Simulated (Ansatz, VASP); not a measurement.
**BAs in VASP and in Ansatz**

```
B As
1.0
     0.00000    2.37102    2.37102
     2.37102    0.00000    2.37102
     2.37102    2.37102    0.00000
B As
1 1
Cartesian
  0.0000 0.0000 0.0000
  1.1855 1.1855 1.1855
```

Alike in both runs: functional revPBE; dispersion D3(BJ); k mesh 8 × 8 × 8; no spin polarisation.

Ansatz relaxed the structure, and its values are those at the end. VASP's run is a single point on that final structure, the one shown.

```csv
,VASP,Ansatz
version,VASP 6.6.1,Ansatz 0.2.0
potentials or method,"VASP PAW PBE potentials, release 64 (B, As), cutoff 520 eV","plane waves, PAW"
occupations,"gaussian, width 0.01 eV",fixed
valence electrons in the cell,8,18
```

VASP gave:

| Item | Value |
| --- | --- |
| pressure (GPa) | 0.7 |

Task: Which values does Ansatz return?

Result: Pressure (GPa): 0.0.

VASP's potentials were made for PBE, not for revPBE. VASP's potentials hold 8 valence electrons a cell and Ansatz's 18, so a difference there can come from the potentials and not from the codes.
